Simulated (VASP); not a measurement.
# Pb (Fm-3m) in VASP: a series of runs

Pb is run at these levels: r2SCAN, r2SCAN+D4, PBE0; tasks: single point.

Program: VASP 6.6.1. These are calculated values, not measurements. Logs are shortened: lines on timing, memory, paths and dates and some standing lists are left out, and cuts for length are marked.

## Step 1: The cell of the first run

It takes space group Fm-3m (No. 225, cubic). The conventional cell has a = 5.015 Å, b = 5.015 Å, c = 5.015 Å, α = 90.00°, β = 90.00°, γ = 90.00°. Pb (site symmetry m-3m) has 12 Pb at 3.55 Å within 4.7 Å.

## Step 2: Single point, r2SCAN

POSCAR

```
Pb
1.0
    0.0000000000      2.5075897876      2.5075897876
    2.5075897876      0.0000000000      2.5075897876
    2.5075897876      2.5075897876      0.0000000000
Pb
1
Direct
    0.0000000000      0.0000000000      0.0000000000
```

INCAR.step1

```
SYSTEM = Pb
  PREC = Accurate
  ENCUT = 520
  ISMEAR = -1
  SIGMA = 0.05
  LREAL = .FALSE.
  LASPH = .TRUE.
  NELM = 80
  NBANDS = 13
  GGA = PE
  ALGO = Normal
  EDIFF = 1E-4
  LWAVE = .TRUE.
  LCHARG = .FALSE.
```

INCAR.step2

```
SYSTEM = Pb
  PREC = Accurate
  ENCUT = 520
  EDIFF = 1E-6
  ISMEAR = -1
  SIGMA = 0.05
  LREAL = .FALSE.
  LASPH = .TRUE.
  NELM = 80
  ALGO = Normal
  ISIF = 2
  LWAVE = .FALSE.
  LCHARG = .TRUE.
  METAGGA = R2SCAN
  LMIXTAU = .TRUE.
  LELF = .TRUE.
  LVHAR = .TRUE.
  NBANDS = 13
  ISTART = 1
```

KPOINTS

```
regular mesh
0
G
  9 9 9
  0 0 0
```

Potentials or basis: VASP PAW PBE potentials, release 64 (Pb_d).

Command:

```bash
> cat potpaw_PBE.64/Pb_d/POTCAR > POTCAR
> cp INCAR.step1 INCAR
> mpirun -np 1 vasp_std > vasp.out
> cp INCAR.step2 INCAR
> mpirun -np 1 vasp_std > vasp.out
```

OUTCAR:

```text
SYSTEM = Pb
   PREC = Accurate
   ENCUT = 520
   EDIFF = 1E-6
   ISMEAR = -1
   LREAL = .FALSE.
   LASPH = .TRUE.
   NELM = 80
   ISIF = 2
   METAGGA = R2SCAN
   ISTART = 1

 ion  position               nearest neighbor table
   1  0.000  0.000  0.000-

  LATTYP: Found a face centered cubic cell.
 ALAT       =     5.0151795752

  Lattice vectors:

 A1 = (   0.0000000000,   2.5075897876,   2.5075897876)
 A2 = (   2.5075897876,   0.0000000000,   2.5075897876)
 A3 = (   2.5075897876,   2.5075897876,   0.0000000000)

Analysis of symmetry for initial positions (statically):
[... 5 lines left out ...]
 face centered cubic supercell.

 Subroutine GETGRP returns: Found 48 space group operations
 (whereof 48 operations were pure point group operations)
 out of a pool of 48 trial point group operations.

The static configuration has the point symmetry O_h .

Analysis of symmetry for dynamics (positions and initial velocities):
[... 5 lines left out ...]
 face centered cubic supercell.

 Subroutine GETGRP returns: Found 48 space group operations
 (whereof 48 operations were pure point group operations)
 out of a pool of 48 trial point group operations.

The dynamic configuration has the point symmetry O_h .

 Subroutine INISYM returns: Found 48 space group operations
 (whereof 48 operations are pure point group operations),
 and found     1 'primitive' translations

----------------------------------------------------------------------------------------

                                     Primitive cell

  volume of cell :      31.5355

  direct lattice vectors                    reciprocal lattice vectors
     0.000000000  2.507589788  2.507589788    -0.199394655  0.199394655  0.199394655
     2.507589788  0.000000000  2.507589788     0.199394655 -0.199394655  0.199394655
     2.507589788  2.507589788  0.000000000     0.199394655  0.199394655 -0.199394655

  length of vectors
     3.546267486  3.546267486  3.546267486     0.345361673  0.345361673  0.345361673

  position of ions in fractional coordinates (direct lattice)
     0.000000000  0.000000000  0.000000000

  ion indices of the primitive-cell ions
   primitive index   ion index
                 1           1

----------------------------------------------------------------------------------------

 KPOINTS: regular mesh

Automatic generation of k-mesh.
 Grid dimensions read from file:
 generate k-points for:    9    9    9

 Generating k-lattice:

  Cartesian coordinates                     Fractional coordinates (reciprocal lattice)
    -0.022154962  0.022154962  0.022154962     0.111111111  0.000000000  0.000000000
     0.022154962 -0.022154962  0.022154962     0.000000000  0.111111111  0.000000000
     0.022154962  0.022154962 -0.022154962     0.000000000  0.000000000  0.111111111

  Length of vectors
     0.038373519  0.038373519  0.038373519

  Shift w.r.t. Gamma in fractional coordinates (k-lattice)
     0.000000000  0.000000000  0.000000000

 Subroutine IBZKPT returns following result:
 ===========================================

 Found     35 irreducible k-points:

 Following reciprocal coordinates:
            Coordinates               Weight
  0.000000  0.000000  0.000000      1.000000
  0.111111  0.000000  0.000000      8.000000
  0.222222  0.000000  0.000000      8.000000
  0.333333  0.000000  0.000000      8.000000
  0.444444  0.000000  0.000000      8.000000
  0.111111  0.111111  0.000000      6.000000
[... 16 lines left out ...]
 -0.333333  0.333333  0.000000     12.000000
  0.444444  0.444444  0.000000      6.000000
 [... further k-points ...]
   k-points           NKPTS =     35   k-points in BZ     NKDIM =     35   number of bands    NBANDS=     13
   number of dos      NEDOS =    301   number of ions     NIONS =      1
   total plane-waves  NPLWV =  21952
   dimension x,y,z NGX =    28 NGY =   28 NGZ =   28
   dimension x,y,z NGXF=    56 NGYF=   56 NGZF=   56
   ions per type =               1
   NGX,Y,Z   is equivalent  to a cutoff of  13.13, 13.13, 13.13 a.u.
   NGXF,Y,Z  is equivalent  to a cutoff of  26.25, 26.25, 26.25 a.u.
 SYSTEM =  Pb
   PREC   = accura    normal or accurate (medium, high low for compatibility)
   ISTART =      1    job   : 0-new  1-cont  2-samecut
   ICHARG =      0    charge: 1-file 2-atom 10-const
   ISPIN  =      1    spin polarized calculation?
   LNONCOLLINEAR =      F non collinear calculations
   LSORBIT =      F    spin-orbit coupling
   LASPH  =      T    aspherical Exc in radial PAW
   ENCUT  =  520.0 eV  38.22 Ry    6.18 a.u.   6.59  6.59  6.59*2*pi/ulx,y,z
   NELM   =     80;   NELMIN=  2; NELMDL=  0     # of ELM steps
   EDIFF  = 0.1E-05   stopping-criterion for ELM
   LREAL  =      F    real-space projection
   EDIFFG = 0.1E-04   stopping-criterion for IOM
   NSW    =      0    number of steps for IOM
   IBRION =     -1    ionic relax: 0-MD 1-quasi-New 2-CG
   NFREE  =      0    steps in history (QN), initial steepest desc. (CG)
[... 45 lines left out ...]
 fundamental gap:      0.2389099139
 Fermi energy:         6.6426957077

 k-point     1 :       0.0000    0.0000    0.0000
  band No.  band energies     occupation
      1     -10.9087      2.00000
      2     -10.9087      2.00000
      3     -10.9087      2.00000
      4     -10.7773      2.00000
      5     -10.7773      2.00000
      6      -5.2376      2.00000
      7      14.2009      0.00000
      8      14.2009      0.00000
      9      14.2009      0.00000
     10      17.1832      0.00000
     11      18.5615      0.00000
     12      19.6038      0.00000
     13      19.6038      0.00000

 k-point     2 :       0.1111    0.0000    0.0000
  band No.  band energies     occupation
      1     -10.9091      2.00000
      2     -10.8931      2.00000
      3     -10.8931      2.00000
      4     -10.7772      2.00000
      5     -10.7772      2.00000
      6      -4.9979      2.00000
      7      11.8759      0.00000
      8      13.9172      0.00000
      9      13.9172      0.00000
     10      16.6785      0.00000
     11      19.5734      0.00000
     12      20.1035      0.00000
     13      20.1035      0.00000

 k-point     3 :       0.2222    0.0000    0.0000
  band No.  band energies     occupation
      1     -10.9131      2.00000
      2     -10.8748      2.00000
      3     -10.8748      2.00000
      4     -10.7550      2.00000
      5     -10.7550      2.00000
      6      -4.2829      2.00000
      7       8.3894      0.00000
      8      13.3153      0.00000
      9      13.3153      0.00000
     10      16.2615      0.00000
     11      19.2615      0.00000
     12      19.8246      0.00000
     13      19.8246      0.00000

 k-point     4 :       0.3333    0.0000    0.0000
  band No.  band energies     occupation
      1     -10.9227      2.00000
      2     -10.8839      2.00000
      3     -10.8839      2.00000
      4     -10.6984      2.00000
      5     -10.6984      2.00000
      6      -3.1445      2.00000
      7       5.2519      2.00000
      8      12.7439      0.00000
      9      12.7439      0.00000
     10      16.1483      0.00000
     11      17.8986      0.00000
     12      18.8949      0.00000
     13      18.8949      0.00000

 k-point     5 :       0.4444    0.0000    0.0000
  band No.  band energies     occupation
      1     -10.9315      2.00000
      2     -10.8965      2.00000
      3     -10.8965      2.00000
      4     -10.6542      2.00000
      5     -10.6542      2.00000
      6      -1.9101      2.00000
      7       2.9928      2.00000
      8      12.4089      0.00000
      9      12.4089      0.00000
     10      16.3487      0.00000
     11      16.9587      0.00000
     12      18.4143      0.00000
     13      18.4143      0.00000
[... 257 lines left out ...]
 k-point    22 :      -0.4444    0.3333    0.0000
  band No.  band energies     occupation
      1     -10.9940      2.00000
      2     -10.8956      2.00000
      3     -10.7192      2.00000
      4     -10.6979      2.00000
      5     -10.6418      2.00000
      6      -0.5433      2.00000
      7       4.3332      2.00000
      8       6.3866      1.98815
      9       9.6930      0.00000
     10      13.5854      0.00000
     11      17.7991      0.00000
     12      23.4989      0.00000
     13      23.6046      0.00000

 k-point    23 :      -0.3333    0.3333    0.0000
  band No.  band energies     occupation
      1     -10.9592      2.00000
      2     -10.8087      2.00000
      3     -10.7649      2.00000
      4     -10.7455      2.00000
      5     -10.6836      2.00000
      6      -0.6904      2.00000
      7       5.0122      2.00000
      8       5.2325      2.00000
      9      10.4693      0.00000
     10      14.0986      0.00000
     11      21.0273      0.00000
     12      22.7332      0.00000
     13      22.7989      0.00000

 k-point    24 :       0.4444    0.4444    0.0000
  band No.  band energies     occupation
      1     -11.0584      2.00000
      2     -10.9673      2.00000
      3     -10.6631      2.00000
      4     -10.6242      2.00000
      5     -10.6242      2.00000
      6      -0.6652      2.00000
      7       4.0264      2.00000
      8       8.9681      0.00000
      9       8.9681      0.00000
     10      12.6878      0.00000
     11      13.7429      0.00000
     12      25.8542      0.00000
     13      27.4096      0.00000

 [... further k-points ...]
[... 5 lines left out ...]
  --------------------------------------------------------------------------------------
  -------------------------------------------------------------------------------------
  Total       -0.1383474     -0.1383474     -0.1383474     -0.0000000     -0.0000000     -0.0000000
  in kB       -7.0288154     -7.0288154     -7.0288154     -0.0000000     -0.0000000     -0.0000000
  external PRESSURE =      -7.0288154 kB  Pullay stress =       0.0000000 kB

 VOLUME and BASIS-vectors are now :
 -----------------------------------------------------------------------------
  energy-cutoff  :      520.00
  volume of cell :       31.54
      direct lattice vectors                 reciprocal lattice vectors
     0.000000000  2.507589788  2.507589788    -0.199394655  0.199394655  0.199394655
     2.507589788  0.000000000  2.507589788     0.199394655 -0.199394655  0.199394655
     2.507589788  2.507589788  0.000000000     0.199394655  0.199394655 -0.199394655

 POSITION                                       TOTAL-FORCE (eV/Angst)
 -----------------------------------------------------------------------------------
      0.00000      0.00000      0.00000        -0.000000     -0.000000     -0.000000
 -----------------------------------------------------------------------------------
    total drift:                               -0.000000     -0.000000     -0.000000

  FREE ENERGIE OF THE ION-ELECTRON SYSTEM (eV)
  ---------------------------------------------------
  free  energy   TOTEN  =       -56.2967810472 eV

  energy  without entropy=      -56.2933787144  energy(sigma->0) =      -56.29507988
```

Wall time 34 s (1 thread of Intel Xeon Platinum 8559C (Emerald Rapids), shared host); peak memory 0.16 GiB.

What came out:

```
Free energy            : -56.2968 eV
Pressure               : -0.7 GPa
Band gap on the k mesh : zero (band 7 reaches 14.20 eV, above the bottom of band 8 at 5.23 eV)
```

Caveat: the PAW data sets were made with another functional, which shifts forces and pressure a little; spin-orbit coupling is left out, which moves the levels of the heavy elements.

## Step 3: Single point, r2SCAN+D4

This run uses another cell than the first one, of 32.14 Å³/atom, 1.019 times its volume.

POSCAR

```
Pb
1.0
    0.0000000000      2.5235621278      2.5235621278
    2.5235621278      0.0000000000      2.5235621278
    2.5235621278      2.5235621278      0.0000000000
Pb
1
Direct
    0.0000000000      0.0000000000      0.0000000000
```

INCAR.step1

```
PREC = Accurate
ENCUT = 520
ISMEAR = -1
SIGMA = 0.05
LREAL = F
LASPH = T
NELM = 100
NBANDS = 13
GGA = PE
ALGO = Normal
EDIFF = 1E-4
LWAVE = T
LCHARG = F
```

INCAR.step2

```
PREC = Accurate
ENCUT = 520
EDIFF = 1E-6
ISMEAR = -1
SIGMA = 0.05
LREAL = F
LASPH = T
NELM = 100
ALGO = Normal
ISIF = 2
LWAVE = F
LCHARG = F
METAGGA = R2SCAN
LMIXTAU = T
IVDW = 13
VDW_S6 = 1.0
VDW_S8 = 0.6018749
VDW_A1 = 0.51559235
VDW_A2 = 5.77342911
NBANDS = 13
ISTART = 1
```

KPOINTS

```
regular mesh
0
Gamma
  9 9 9
```

Potentials or basis: VASP PAW PBE potentials, release 64 (Pb_d).

Command:

```bash
> cat potpaw_PBE.64/Pb_d/POTCAR > POTCAR
> cp INCAR.step1 INCAR
> mpirun -np 1 vasp_std > vasp.out
> cp INCAR.step2 INCAR
> mpirun -np 1 vasp_std > vasp.out
```

Run time: 34 s. Hardware: 1 thread of Intel Xeon Platinum 8559C (Emerald Rapids), shared host; peak memory 0.16 GiB.

The run converged. Its results:

```
Free energy                : -56.4225 eV
Pressure                   : -2.1 GPa
Band gap on the k mesh     : zero (band 7 reaches 13.84 eV, above the bottom of band 8 at 5.07 eV)
Dispersion energy per atom : -0.130 eV
```

Levels at points of the mesh, in eV from the Fermi level:
```
           k point  band 3  band 4  band 5  band 6  band 7  band 8  band 9  band 10  band 11  band 12
(0.00, 0.00, 0.00)  -17.54  -17.42  -17.42  -11.76    7.40    7.40    7.40    10.52    11.66    12.82
```

Caveat: the PAW data sets were made with another functional, which shifts forces and pressure a little; spin-orbit coupling is left out, which moves the levels of the heavy elements; pairwise dispersion overbinds metals, which lowers pressure and volume.

## Step 4: Single point, r2SCAN

This run uses another cell than the first one, of 32.14 Å³/atom, 1.019 times its volume.

POSCAR is that of step 3.

INCAR.step1

```
ALGO = Normal ; EDIFF = 1E-4
ENCUT = 520 ; GGA = PE
ISMEAR = -1 ; LASPH = T
LCHARG = F ; LREAL = F
LWAVE = T ; NBANDS = 13
NELM = 80 ; PREC = Accurate
SIGMA = 0.05
```

INCAR.step2

```
ALGO = Normal ; EDIFF = 1E-6
ENCUT = 520 ; ISIF = 2
ISMEAR = -1 ; ISTART = 1
LASPH = T ; LCHARG = F
LMIXTAU = T ; LREAL = F
LWAVE = F ; METAGGA = R2SCAN
NBANDS = 13 ; NELM = 80
PREC = Accurate ; SIGMA = 0.05
```

KPOINTS

```
k-points
0
Gamma
  9 9 9
```

Command:

```bash
> cat potpaw_PBE.64/Pb_d/POTCAR > POTCAR
> cp INCAR.step1 INCAR
> mpirun -np 1 vasp_std > vasp.out
> cp INCAR.step2 INCAR
> mpirun -np 1 vasp_std > vasp.out
```

Run time: 34 s. Hardware: 1 thread of Intel Xeon Platinum 8559C (Emerald Rapids), shared host; peak memory 0.16 GiB.

The run converged. Its results:

```yaml
Free_energy: -56.2930 eV
Pressure: -1.5 GPa
Band_gap_on_the_k_mesh: zero (band 7 reaches 13.84 eV, above the bottom of band 8 at 5.07 eV)
```

Levels at points of the mesh, in eV from the Fermi level:
```tsv
k point	band 3	band 4	band 5	band 6	band 7	band 8	band 9	band 10	band 11	band 12
(0.00, 0.00, 0.00)	-17.54	-17.42	-17.42	-11.76	7.40	7.40	7.40	10.52	11.66	12.82
```

Caveat: the PAW data sets were made with another functional, which shifts forces and pressure a little; spin-orbit coupling is left out, which moves the levels of the heavy elements.

## Step 5: Single point, PBE0

This run uses another cell than the first one, of 28.50 Å³/atom, 0.904 times its volume.

POSCAR

```
Pb
1.0
    0.0000000000      2.4244952108      2.4244952108
    2.4244952108      0.0000000000      2.4244952108
    2.4244952108      2.4244952108      0.0000000000
Pb
1
Direct
    0.0000000000      0.0000000000      0.0000000000
```

INCAR.step1

```
SYSTEM = Pb
  PREC = Accurate
  ENCUT = 520
  EDIFF = 1E-5
  ISMEAR = -1
  SIGMA = 0.05
  LREAL = .FALSE.
  LASPH = .TRUE.
  NELM = 80
  ALGO = Normal
  ISIF = 2
  LWAVE = .TRUE.
  LCHARG = .FALSE.
  GGA = PE
  NBANDS = 13
```

INCAR.step2

```
SYSTEM = Pb
  PREC = Accurate
  ENCUT = 520
  EDIFF = 1E-6
  ISMEAR = -1
  SIGMA = 0.05
  LREAL = .FALSE.
  LASPH = .TRUE.
  NELM = 80
  ALGO = Normal
  ISIF = 2
  LWAVE = .FALSE.
  LCHARG = .FALSE.
  GGA = PE
  LHFCALC = .TRUE.
  AEXX = 0.25
  PRECFOCK = Normal
  ISTART = 1
  NBANDS = 13
```

KPOINTS

```
regular mesh
0
G
  5 5 5
  0 0 0
```

Command:

```bash
> cat potpaw_PBE.64/Pb_d/POTCAR > POTCAR
> cp INCAR.step1 INCAR
> mpirun -np 1 vasp_std > vasp.out
> cp INCAR.step2 INCAR
> mpirun -np 1 vasp_std > vasp.out
```

Wall time 4.6 min (1 thread of Intel Xeon Platinum 8559C (Emerald Rapids), shared host); peak memory 0.16 GiB.

The run converged. Its results:

```yaml
Free_energy: -4.5126 eV
Pressure: 3.8 GPa
Band_gap_on_the_k_mesh: zero (band 7 reaches 17.04 eV, above the bottom of band 8 at 6.81 eV)
```

Levels at points of the mesh, in eV from the Fermi level:
```
           k point  band 4  band 5  band 6  band 7  band 8  band 9  band 10  band 11
(0.00, 0.00, 0.00)  -18.80  -18.80  -13.50    9.62    9.62    9.62    11.42    13.84
```

Caveat: the k points lie up to 0.45 Å⁻¹ apart; the PAW data sets were made with another functional, which shifts forces and pressure a little; spin-orbit coupling is left out, which moves the levels of the heavy elements.

## Step 6: Single point, PBE0

This run uses another cell than the first one, of 29.11 Å³/atom, 0.923 times its volume.

POSCAR

```
Pb
1.0
    0.0000000000      2.4415696833      2.4415696833
    2.4415696833      0.0000000000      2.4415696833
    2.4415696833      2.4415696833      0.0000000000
Pb
1
Direct
    0.0000000000      0.0000000000      0.0000000000
```

INCAR.step1

```
PREC = Accurate
ENCUT = 520
EDIFF = 1E-5
ISMEAR = -1
SIGMA = 0.05
LREAL = False
LASPH = True
NELM = 100
ALGO = Normal
ISIF = 2
LWAVE = True
LCHARG = False
NBANDS = 13
GGA = PE
```

INCAR.step2

```
PREC = Accurate
ENCUT = 520
EDIFF = 1E-6
ISMEAR = -1
SIGMA = 0.05
LREAL = False
LASPH = True
NELM = 100
ALGO = Normal
ISIF = 2
LWAVE = False
LCHARG = False
GGA = PE
LHFCALC = True
AEXX = 0.25
PRECFOCK = Normal
NBANDS = 13
ISTART = 1
```

KPOINTS

```
Automatic mesh
0
Gamma
  5 5 5
```

Potentials or basis: VASP PAW PBE potentials, release 64 (Pb_d).

Command:

```bash
> cat potpaw_PBE.64/Pb_d/POTCAR > POTCAR
> cp INCAR.step1 INCAR
> mpirun -np 1 vasp_std > vasp.out
> cp INCAR.step2 INCAR
> mpirun -np 1 vasp_std > vasp.out
```

Run time: 4.5 min. Hardware: 1 thread of Intel Xeon Platinum 8559C (Emerald Rapids), shared host; peak memory 0.16 GiB.

It converged, with:

| Quantity | Value |
| --- | --- |
| Free energy | -4.5249 eV |
| Pressure | 2.5 GPa |
| Band gap on the k mesh | zero (band 7 reaches 16.61 eV, above the bottom of band 8 at 6.60 eV) |

Levels at points of the mesh, in eV from the Fermi level:
```csv
k point,band 3,band 4,band 5,band 6,band 7,band 8,band 9,band 10,band 11,band 12
"(0.00, 0.00, 0.00)",-18.98,-18.81,-18.81,-13.36,9.42,9.42,9.42,11.38,13.54,14.42
```

Caveat: the k points lie up to 0.45 Å⁻¹ apart; the PAW data sets were made with another functional, which shifts forces and pressure a little; spin-orbit coupling is left out, which moves the levels of the heavy elements.

## Step 7: Overview

| level | cell | k mesh | grid for exact exchange (PRECFOCK) | gap on the mesh (eV) | pressure (GPa) |
| --- | --- | --- | --- | --- | --- |
| r2SCAN | a = 3.546 Å, angles 60.0°, 1 atom | 9 × 9 × 9 | - | none | -0.7 |
| r2SCAN+D4 | a = 3.569 Å, angles 60.0°, 1 atom | 9 × 9 × 9 | - | none | -2.1 |
| r2SCAN | a = 3.569 Å, angles 60.0°, 1 atom | 9 × 9 × 9 | - | none | -1.5 |
| PBE0 | a = 3.429 Å, angles 60.0°, 1 atom | 5 × 5 × 5 | Normal | none | 3.8 |
| PBE0 | a = 3.453 Å, angles 60.0°, 1 atom | 5 × 5 × 5 | Normal | none | 2.5 |

Alike in all rows: task single point; potentials or basis VASP PAW PBE potentials, release 64 (Pb_d); no spin polarisation; cutoff (eV) 520; smearing fermi-dirac 0.05 eV.

Caveats: some runs use coarse meshes; the PAW data sets were made with another functional, which shifts forces and pressure a little; spin-orbit coupling is left out, which moves the levels of the heavy elements; pairwise dispersion overbinds metals, which lowers pressure and volume (some runs).

Total energies depend on the potentials used, so only differences within one code and one set of settings carry meaning.
